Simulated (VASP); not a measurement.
MgTl, 2 atoms in the cell. It takes space group Pm-3m (No. 221, cubic). The conventional cell has a = 3.582 Å, b = 3.582 Å, c = 3.582 Å, α = 90.00°, β = 90.00°, γ = 90.00°. Within 4.1 Å of Mg (site symmetry m-3m) lie 8 Tl at 3.10 Å and 6 Mg at 3.58 Å. Tl (site symmetry m-3m) has 8 Mg at 3.10 Å and 6 Tl at 3.58 Å within 4.1 Å. 

| Property | Result |
| --- | --- |
| Program | VASP 6.6.1 |
| Task | relaxation of the atoms |
| Functional | r2SCAN |
| Potentials or basis | VASP PAW PBE potentials, release 64 (Mg, Tl_d) |
| Cutoff | 520 eV |
| k mesh | 9 × 9 × 9 |
| Occupations | fermi-dirac, width 0.1 eV |
| Spin | no spin polarisation |
| Dipole correction | no |
| Further INCAR settings | ALGO = Normal; EDIFF = 1e-06; IBRION = 2; EDIFFG = -0.01; NSW = 50 |

Potentials or basis: VASP PAW PBE potentials, release 64 (Mg, Tl_d).

Launch:

```console
$ cat potpaw_PBE.64/Mg/POTCAR potpaw_PBE.64/Tl_d/POTCAR > POTCAR
$ cp INCAR.step1 INCAR
$ mpirun -np 1 vasp_std > vasp.out
$ cp INCAR.step2 INCAR
$ mpirun -np 1 vasp_std > vasp.out
```

Hardware: 1 thread of Intel Xeon 8259CL (shared host).

**Question.** How long does it take, and how much memory?

**Answer.** It took 77 s on 1 thread of Intel Xeon 8259CL, with other jobs on the host, peak memory 0.18 GiB. Counts: k points 35, ion steps 1.
